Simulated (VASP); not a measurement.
# NaMg5Cl11 in VASP: notebook, part 2 of 2

VASP 6.6.1. The steps go on from the part before.

**4. Single point, PBE**

File INCAR:

```
SYSTEM = NaMg5Cl11
ALGO     = Normal         ! electronic algorithm
EDIFF    = 1E-6           ! SCF threshold, eV
ENCUT    = 520            ! plane-wave cutoff, eV
GGA      = PE             ! functional
GGA_COMPAT= .False.      
ISIF     = 2              ! what is computed and relaxed
ISMEAR   = -1             ! smearing method
ISYM     = 0            
LASPH    = .True.         ! aspherical terms in the spheres
LCHARG   = .False.        ! write CHGCAR
LREAL    = .False.        ! projectors in reciprocal space
LWAVE    = .False.        ! write WAVECAR
NBANDS   = 61             ! bands
NELM     = 120            ! most SCF steps
PREC     = Accurate       ! precision mode
SIGMA    = 0.1379         ! smearing width, eV
```

File KPOINTS:

```
k-points
0
Gamma
  1 1 1
  0 0 0
```

File POSCAR:

```
NaMg5Cl11
1.0
    7.3358240000     -0.1022000000     -0.1754900000
   -0.1022000000      7.4901820000     -0.1860490000
   -0.1754900000     -0.1860490000      8.0546370000
Na Cl Mg
1 11 5
Direct
    0.5825382636     -0.0112390742      0.7115323287
    0.7951172867      0.3282053681      0.8640086963
    0.1535030530      0.5009340752      0.1036521614
    0.5124030392      0.1462330357      0.1086244010
    0.8509887144      1.1141470364      0.5184603541
    0.9333423153      0.8047558206      0.7152254358
    0.2387941216      0.3531228271      0.5350874446
    0.6281112704      0.7253044352      0.1039524701
    0.7210948326      0.4735893738      0.3800327391
    0.2271632015      0.8020002735      0.3582815984
    0.9876734476     -0.0198368031      1.0382238450
    0.3356403094      0.8342209086     -0.2039839308
    0.9295497535      0.4703311511      0.6242438147
    0.3285467812     -0.1008126748      1.0808616921
    0.8716671403      0.6975581983      0.9771000073
    0.8208050440      0.1894526800      0.2210911005
    0.4038014706      0.5304546900      0.3367374203
```

Potentials or basis: VASP PAW PBE potentials, release 64 (Na_pv, Cl, Mg).

On the command line:

```console
> cat potpaw_PBE.64/Na_pv/POTCAR potpaw_PBE.64/Cl/POTCAR potpaw_PBE.64/Mg/POTCAR > POTCAR
> mpirun -np 1 vasp_gam > vasp.out
```

OUTCAR:

```text
SYSTEM = NaMg5Cl11
   EDIFF = 1E-6
   ENCUT = 520
   GGA = PE
   ISIF = 2
   ISMEAR = -1
   ISYM = 0
   LASPH = .True.
   LREAL = .False.
   NELM = 120
   PREC = Accurate

 ion  position               nearest neighbor table
   1  0.583  0.989  0.712-  12 2.27
   2  0.795  0.328  0.864-  13 2.48  15 2.90  16 3.11
   3  0.154  0.501  0.104-  17 2.56  15 2.76
   4  0.512  0.146  0.109-  14 2.26  16 2.41
   5  0.851  0.114  0.518-  16 2.49  13 2.80
   6  0.933  0.805  0.715-  15 2.35  13 2.58
   7  0.239  0.353  0.535-  17 2.47  13 2.58
   8  0.628  0.725  0.104-  15 2.11  14 2.59  17 2.96
   9  0.721  0.474  0.380-  17 2.39  13 2.44  16 2.57
  10  0.227  0.802  0.358-  17 2.45  14 2.52
  11  0.988  0.980  0.038-  15 2.28  16 2.49  14 2.60
  12  0.336  0.834  0.796-   1 2.27  14 2.33
  13  0.930  0.470  0.624-   9 2.44   2 2.48   7 2.58   6 2.58   5 2.80  15 3.29
  14  0.329  0.899  0.081-   4 2.26  12 2.33  10 2.52   8 2.59  11 2.60  17 3.57
  15  0.872  0.698  0.977-   8 2.11  11 2.28   6 2.35   3 2.76   2 2.90  13 3.29
  16  0.821  0.189  0.221-   4 2.41  11 2.49   5 2.49   9 2.57   2 3.11
[... 160 lines left out ...]
 k-point     1 :       0.0000    0.0000    0.0000
  band No.  band energies     occupation
      1     -21.8327      2.00000
      2     -21.8229      2.00000
      3     -21.7998      2.00000
      4     -14.9278      2.00000
      5     -14.5902      2.00000
      6     -14.1871      2.00000
[... 51 lines left out ...]
     58       7.1584      0.00000
     59       7.4138      0.00000
 [bands above 59 left out]

------------------------ aborting loop because EDIFF is reached ----------------------------------------

  FORCE on cell =-STRESS in cart. coord.  units (eV):
  Direction    XX          YY          ZZ          XY          YZ          ZX
  --------------------------------------------------------------------------------------
  -------------------------------------------------------------------------------------
  Total        6.3217123      6.5535035      5.9115470      2.6593489      1.5422776      1.5041028
  in kB       22.9151691     23.7553739     21.4283870      9.6397030      5.5905030      5.4521257
  external PRESSURE =      22.6996433 kB  Pullay stress =       0.0000000 kB

 VOLUME and BASIS-vectors are now :
 -----------------------------------------------------------------------------
  energy-cutoff  :      520.00
  volume of cell :      442.00
      direct lattice vectors                 reciprocal lattice vectors
     7.335824000 -0.102200000 -0.175490000     0.136416485  0.001936275  0.003016892
    -0.102200000  7.490182000 -0.186049000     0.001936275  0.133612231  0.003128411
    -0.175490000 -0.186049000  8.054637000     0.003016892  0.003128411  0.124290079

 POSITION                                       TOTAL-FORCE (eV/Angst)
 -----------------------------------------------------------------------------------
      4.04748      7.21408      5.44495         1.368129      1.088640     -0.648387
      5.64767      2.21631      6.75868         0.169770      1.240460     -0.091781
      1.05669      3.71712      0.71474        -0.197120     -0.395766     -0.510074
      3.72489      1.02274      0.75780         0.256641      1.128382      0.425518
      6.14005      0.67155      4.00543        -0.051154      0.319579     -1.368976
      6.63907      5.79931      5.44736        -0.955427     -2.415457     -0.846046
[... 9 lines left out ...]
      5.96312      1.29401      1.60152         0.059870     -0.316950      0.396273
      2.84891      3.86928      2.54274        -1.268538      0.123181     -0.135671
 -----------------------------------------------------------------------------------
    total drift:                                0.000159     -0.000480      0.000863

  FREE ENERGIE OF THE ION-ELECTRON SYSTEM (eV)
  ---------------------------------------------------
  free  energy   TOTEN  =       -54.5964312686 eV

  energy  without entropy=      -54.5963786171  energy(sigma->0) =      -54.59640494
```

OSZICAR:

```text
N       E                     dE             d eps       ncg     rms          rms(c)
DAV:   1     0.976277857590E+03    0.97628E+03   -0.44055E+04   122   0.140E+03
DAV:   2     0.695586469032E+02   -0.90672E+03   -0.85924E+03   162   0.290E+02
DAV:   3    -0.536082921397E+02   -0.12317E+03   -0.12224E+03   148   0.125E+02
DAV:   4    -0.581364865269E+02   -0.45282E+01   -0.45045E+01   148   0.295E+01
DAV:   5    -0.583030068478E+02   -0.16652E+00   -0.16639E+00   148   0.549E+00    0.103E+01
DAV:   6    -0.550149502581E+02    0.32881E+01   -0.54167E+00   148   0.724E+00    0.753E+00
DAV:   7    -0.545756429671E+02    0.43931E+00   -0.21079E+00   140   0.482E+00    0.457E+00
DAV:   8    -0.545929719418E+02   -0.17329E-01   -0.23429E-01   148   0.195E+00    0.819E-01
DAV:   9    -0.545947810646E+02   -0.18091E-02   -0.46940E-02   140   0.745E-01    0.537E-01
DAV:  10    -0.545956945061E+02   -0.91344E-03   -0.44816E-03   148   0.246E-01    0.250E-01
DAV:  11    -0.545963862925E+02   -0.69179E-03   -0.27686E-03   132   0.185E-01    0.116E-01
DAV:  12    -0.545963839985E+02    0.22940E-05   -0.22093E-04   172   0.681E-02    0.656E-02
DAV:  13    -0.545964176807E+02   -0.33682E-04   -0.16818E-04   148   0.502E-02    0.145E-02
DAV:  14    -0.545964281518E+02   -0.10471E-04   -0.24989E-05   140   0.202E-02    0.974E-03
DAV:  15    -0.545964310718E+02   -0.29200E-05   -0.69657E-06   132   0.114E-02    0.473E-03
DAV:  16    -0.545964312686E+02   -0.19683E-06   -0.17795E-06   108   0.583E-03
   1 F= -.54596431E+02 E0= -.54596405E+02  d E =-.526515E-04
```

stdout:

```text
POSCAR found type information on POSCAR NaClMg
 POSCAR found :  3 types and      17 ions
 scaLAPACK will be used
 -----------------------------------------------------------------------------
|                                                                             |
|                                                                             |
|     You have a (more or less) 'large supercell' and for larger cells it     |
|     might be more efficient to use real-space projection operators.         |
|     Therefore, try LREAL= Auto in the INCAR file.                           |
|     Mind: For very accurate calculation, you might also keep the            |
|     reciprocal projection scheme (i.e. LREAL=.FALSE.).                      |
|                                                                             |
 -----------------------------------------------------------------------------

 LDA part: xc-table for (Slater+PW92), standard interpolation
 POSCAR, INCAR and KPOINTS ok, starting setup
 FFT: planning ... GRIDC
 FFT: planning ... GRID_SOFT
 FFT: planning ... GRID
 WAVECAR not read
 entering main loop
```

Wall time 57 s (1 thread of Intel Xeon 8259CL, shared host); peak memory 0.41 GiB.

What came out:

```
Free energy   : -54.5964 eV
Pressure      : 2.3 GPa
Largest force : 2.732 eV/Å
```

Forces in eV/Å, atoms in the order of the input:
```
Na   1.368  1.089 -0.648
Cl   0.170  1.240 -0.092
Cl  -0.197 -0.396 -0.510
Cl   0.257  1.128  0.426
Cl  -0.051  0.320 -1.369
Cl  -0.955 -2.415 -0.846
Cl  -0.017  0.587  0.013
Cl  -2.217  0.062  1.136
Cl   0.048  0.284 -0.012
Cl   1.094  0.549  0.104
Cl   0.572  1.583  1.307
Cl  -0.709 -0.751  0.719
Mg   0.480 -0.535  0.129
Mg  -0.644 -0.976  0.242
Mg   2.010 -1.575 -0.859
Mg   0.060 -0.317  0.396
Mg  -1.269  0.123 -0.136
```

Levels at points of the mesh, in eV from the Fermi level:
| k point | band 45 | band 46 | band 47 | band 48 | band 49 | band 50 |
| --- | --- | --- | --- | --- | --- | --- |
| (0.00, 0.00, 0.00) | -2.10 | -1.78 | -1.70 | 1.63 | 3.14 | 3.92 |

Caveat: the k points lie up to 0.86 Å⁻¹ apart; the atoms stand as in a frame of molecular dynamics.

**5. Single point, PBE**

File INCAR:

```
SYSTEM = NaMg5Cl11
PREC     = Accurate       ! precision mode
ENCUT    = 520            ! plane-wave cutoff, eV
EDIFF    = 1E-6           ! SCF threshold, eV
ISMEAR   = -1             ! smearing method
SIGMA    = 0.0991         ! smearing width, eV
LREAL    = .False.        ! projectors in reciprocal space
LASPH    = .True.         ! aspherical terms in the spheres
NELM     = 120            ! most SCF steps
ALGO     = Normal         ! electronic algorithm
ISIF     = 2              ! what is computed and relaxed
LWAVE    = .False.        ! write WAVECAR
LCHARG   = .False.        ! write CHGCAR
GGA      = PE             ! functional
NBANDS   = 61             ! bands
ISYM     = 0            
GGA_COMPAT= .False.
```

File KPOINTS:

```
regular mesh
0
Gamma
  1 1 1
  0 0 0
```

File POSCAR:

```
NaMg5Cl11
1.0
    7.3358240000     -0.1022000000     -0.1754900000
   -0.1022000000      7.4901820000     -0.1860490000
   -0.1754900000     -0.1860490000      8.0546370000
Na Cl Mg
1 11 5
Direct
    0.5437690831      1.0746550856      0.6157247732
    0.7442046789      0.3615418980      0.7911673720
    0.0736242441      0.4812655974      0.0802504572
    0.5003759371      0.2018883567      0.1894399586
    0.8872775048      0.0845877046      0.4522009852
    0.9493195323      0.7398350497      0.6580025463
    0.2811924409      0.4080988740      0.5705484740
    0.6809644928      0.8220713288      0.0925578654
    0.7023613953      0.5045154326      0.3975730989
    0.2619041164      0.7604175131      0.3170883395
    1.0240441421      1.0173503345      0.0262772263
    0.3726261276      0.8651554891      0.8079252327
    0.9499810595      0.4210648965      0.6121432759
    0.3332717569      0.9299271044      0.0607521939
    0.8412842745      0.6553068890      0.9163371569
    0.9053394426      0.2446346907      0.2246916973
    0.3871839294      0.4749248437      0.3055663713
```

Potentials or basis: VASP PAW PBE potentials, release 64 (Na_pv, Cl, Mg).

On the command line:

```console
> cat potpaw_PBE.64/Na_pv/POTCAR potpaw_PBE.64/Cl/POTCAR potpaw_PBE.64/Mg/POTCAR > POTCAR
> mpirun -np 1 vasp_gam > vasp.out
```

OUTCAR:

```text
SYSTEM = NaMg5Cl11
   PREC = Accurate
   ENCUT = 520
   EDIFF = 1E-6
   ISMEAR = -1
   LREAL = .False.
   LASPH = .True.
   NELM = 120
   ISIF = 2
   GGA = PE
   ISYM = 0

 ion  position               nearest neighbor table
   1  0.544  0.075  0.616-  12 2.60
   2  0.744  0.362  0.791-  13 2.19  15 2.45
   3  0.074  0.481  0.080-  16 2.50  15 2.54  17 2.87
   4  0.500  0.202  0.189-  17 2.39  14 2.51  16 2.98
   5  0.887  0.085  0.452-  16 2.25  13 2.79
   6  0.949  0.740  0.658-  15 2.37  13 2.40
   7  0.281  0.408  0.571-  17 2.38  13 2.47
   8  0.681  0.822  0.093-  15 2.24  14 2.70
   9  0.702  0.505  0.398-  17 2.40  13 2.56  16 2.84
  10  0.262  0.760  0.317-  17 2.35  14 2.54
  11  0.024  0.017  0.026-  14 2.39  16 2.48  15 3.07
  12  0.373  0.865  0.808-  14 2.11   1 2.60
  13  0.950  0.421  0.612-   2 2.19   6 2.40   7 2.47   9 2.56   5 2.79  15 3.09  16 3.33
  14  0.333  0.930  0.061-  12 2.11  11 2.39   4 2.51  10 2.54   8 2.70
  15  0.841  0.655  0.916-   8 2.24   6 2.37   2 2.45   3 2.54  11 3.07  13 3.09
  16  0.905  0.245  0.225-   5 2.25  11 2.48   3 2.50   9 2.84   4 2.98  13 3.33
  17  0.387  0.475  0.306-  10 2.35   7 2.38   4 2.39   9 2.40   3 2.87

IMPORTANT INFORMATION: All symmetrisations will be switched off!
NOSYMM: (Re-)initialisation of all symmetry stuff for point group C_1.

----------------------------------------------------------------------------------------

                                     Primitive cell

  volume of cell :     442.0000

  direct lattice vectors                    reciprocal lattice vectors
     7.335824000 -0.102200000 -0.175490000     0.136416485  0.001936275  0.003016892
    -0.102200000  7.490182000 -0.186049000     0.001936275  0.133612231  0.003128411
    -0.175490000 -0.186049000  8.054637000     0.003016892  0.003128411  0.124290079

  length of vectors
     7.338634433  7.493189272  8.058696431     0.136463578  0.133662876  0.124366042

  position of ions in fractional coordinates (direct lattice)
     0.543769083  0.074655086  0.615724773
     0.744204679  0.361541898  0.791167372
[... 108 lines left out ...]
   GGA     = PE    functional components
   LHFCALC =     F    Hartree Fock is set to
   AEXX    =    0.0000 exact exchange contribution
   IVDW    =     0    specifies the selected vdW correction
   LEPSILON=     F    determine dielectric tensor
   LRPA    =     F    only Hartree local field effects (RPA)
 non-spin polarized calculation
  energy-cutoff  :      520.00
  volume of cell :      442.00
 maximum number of plane-waves:      5943
 NGX is ok and might be reduce to    54
   NGX = 27   NGY = 27   NGZ = 29

 number of electron      94.0000004 magnetization

 Free energy of the ion-electron system (eV)
  ---------------------------------------------------
  ext. energy  EPLUGINS =         0.00000000
  ---------------------------------------------------
  free energy    TOTEN  =       -55.76347874 eV

  energy without entropy =      -55.76347828  energy(sigma->0) =      -55.76347851

 E-fermi :   1.7916     XC(G=0):  -7.7046

 val. band max:        0.1490004030   @ k =   0.0000   0.0000   0.0000
 cond. band min:       3.4311704984   @ k =   0.0000   0.0000   0.0000
 fundamental gap:      3.2821700954
 Fermi energy:         1.7915564583

 k-point     1 :       0.0000    0.0000    0.0000
  band No.  band energies     occupation
      1     -22.4572      2.00000
      2     -22.4485      2.00000
      3     -22.4127      2.00000
      4     -14.5437      2.00000
      5     -14.2249      2.00000
      6     -14.0937      2.00000
[... 51 lines left out ...]
     58       7.4190      0.00000
     59       7.4662      0.00000
 [bands above 59 left out]

------------------------ aborting loop because EDIFF is reached ----------------------------------------

  FORCE on cell =-STRESS in cart. coord.  units (eV):
  Direction    XX          YY          ZZ          XY          YZ          ZX
  --------------------------------------------------------------------------------------
  -------------------------------------------------------------------------------------
  Total        4.1523579      4.0827514     12.4900291      3.7002381      2.0674098      0.6635688
  in kB       15.0516154     14.7993034     45.2743045     13.4127554      7.4940209      2.4053278
  external PRESSURE =      25.0417411 kB  Pullay stress =       0.0000000 kB

 VOLUME and BASIS-vectors are now :
 -----------------------------------------------------------------------------
  energy-cutoff  :      520.00
  volume of cell :      442.00
      direct lattice vectors                 reciprocal lattice vectors
     7.335824000 -0.102200000 -0.175490000     0.136416485  0.001936275  0.003016892
    -0.102200000  7.490182000 -0.186049000     0.001936275  0.133612231  0.003128411
    -0.175490000 -0.186049000  8.054637000     0.003016892  0.003128411  0.124290079

 POSITION                                       TOTAL-FORCE (eV/Angst)
 -----------------------------------------------------------------------------------
      3.87331      0.38905      4.85012        -0.016413      0.023503     -0.215902
      5.28356      2.48476      6.17470        -1.108163     -0.488553      1.415688
      0.47683      3.58231      0.54393        -0.296832     -0.680937      0.114724
      3.61679      1.42580      1.40050        -0.421683     -0.211335     -0.392799
      6.42091      0.45877      3.47087         0.250261      0.596908      0.684567
      6.77296      5.32206      4.99573         0.038227     -0.353754      0.764803
[... 9 lines left out ...]
      6.57698      1.69803      1.60542        -0.479995      0.053167     -1.141570
      2.73815      3.46085      2.30492         0.055172      0.380762      0.002891
 -----------------------------------------------------------------------------------
    total drift:                                0.001263      0.000571      0.000045

  FREE ENERGIE OF THE ION-ELECTRON SYSTEM (eV)
  ---------------------------------------------------
  free  energy   TOTEN  =       -55.7634787356 eV

  energy  without entropy=      -55.7634782800  energy(sigma->0) =      -55.76347851
```

OSZICAR:

```text
N       E                     dE             d eps       ncg     rms          rms(c)
DAV:   1     0.973419938030E+03    0.97342E+03   -0.44079E+04   122   0.140E+03
DAV:   2     0.687061301011E+02   -0.90471E+03   -0.86476E+03   178   0.293E+02
DAV:   3    -0.548640085325E+02   -0.12357E+03   -0.12280E+03   148   0.119E+02
DAV:   4    -0.590332308276E+02   -0.41692E+01   -0.41461E+01   148   0.280E+01
DAV:   5    -0.591707686637E+02   -0.13754E+00   -0.13744E+00   164   0.495E+00    0.101E+01
DAV:   6    -0.561556294113E+02    0.30151E+01   -0.51115E+00   140   0.671E+00    0.739E+00
DAV:   7    -0.557391784945E+02    0.41645E+00   -0.17227E+00   148   0.441E+00    0.449E+00
DAV:   8    -0.557589559135E+02   -0.19777E-01   -0.21461E-01   140   0.208E+00    0.749E-01
DAV:   9    -0.557623511299E+02   -0.33952E-02   -0.37702E-02   148   0.680E-01    0.670E-01
DAV:  10    -0.557629496479E+02   -0.59852E-03   -0.52698E-03   140   0.265E-01    0.273E-01
DAV:  11    -0.557634661554E+02   -0.51651E-03   -0.33184E-03   140   0.210E-01    0.132E-01
DAV:  12    -0.557634313796E+02    0.34776E-04   -0.48029E-04   164   0.109E-01    0.740E-02
DAV:  13    -0.557634704971E+02   -0.39118E-04   -0.23165E-04   140   0.524E-02    0.170E-02
DAV:  14    -0.557634764602E+02   -0.59631E-05   -0.14599E-05   148   0.162E-02    0.121E-02
DAV:  15    -0.557634782800E+02   -0.18198E-05   -0.66384E-06   124   0.118E-02    0.442E-03
DAV:  16    -0.557634787356E+02   -0.45568E-06   -0.31962E-06   132   0.704E-03
   1 F= -.55763479E+02 E0= -.55763479E+02  d E =-.455686E-06
```

Run time: 55 s. Hardware: 1 thread of Intel Xeon 8259CL, shared host; peak memory 0.41 GiB.

What came out:

```yaml
Free_energy: -55.7635 eV
Pressure: 2.5 GPa
Largest_force: 2.415 eV/Å
```

Forces on the atoms (eV/Å):
```
Na  -0.016  0.024 -0.216
Cl  -1.108 -0.489  1.416
Cl  -0.297 -0.681  0.115
Cl  -0.422 -0.211 -0.393
Cl   0.250  0.597  0.685
Cl   0.038 -0.354  0.765
Cl  -0.568 -0.559  0.167
Cl  -0.817 -0.544  0.587
Cl   0.747 -0.029 -0.406
Cl   0.634  0.759 -0.130
Cl   0.329  0.764  0.066
Cl   0.339 -0.399 -2.358
Mg   0.933  0.178 -1.460
Mg   0.079  0.267  2.376
Mg   0.302  0.241 -0.074
Mg  -0.480  0.053 -1.142
Mg   0.055  0.381  0.003
```

Stress tensor (GPa, compression positive):
```
1.51 1.34 0.24
1.34 1.48 0.75
0.24 0.75 4.53
```

Caveat: the k points lie up to 0.86 Å⁻¹ apart; the atoms stand as in a frame of molecular dynamics.

**6. The runs side by side**

```csv
cell,smearing,pressure (GPa),largest force (eV/Å)
"as given, atomic positions A",fermi-dirac 0.1379 eV,3.0,4.25
"as given, atomic positions B",fermi-dirac 0.1379 eV,2.6,2.38
"as given, atomic positions C",fermi-dirac 0.1379 eV,2.3,2.73
"as given, atomic positions D",fermi-dirac 0.0991 eV,2.5,2.42
```

Alike in all rows: task single point; level PBE; potentials or basis VASP PAW PBE potentials, release 64 (Na_pv, Cl, Mg); no spin polarisation; k mesh 1 × 1 × 1; cutoff (eV) 520.

Caveats: all runs use coarse meshes; the atoms stand as in a frame of molecular dynamics.

Absolute energies hang on the potentials; compare differences alone.
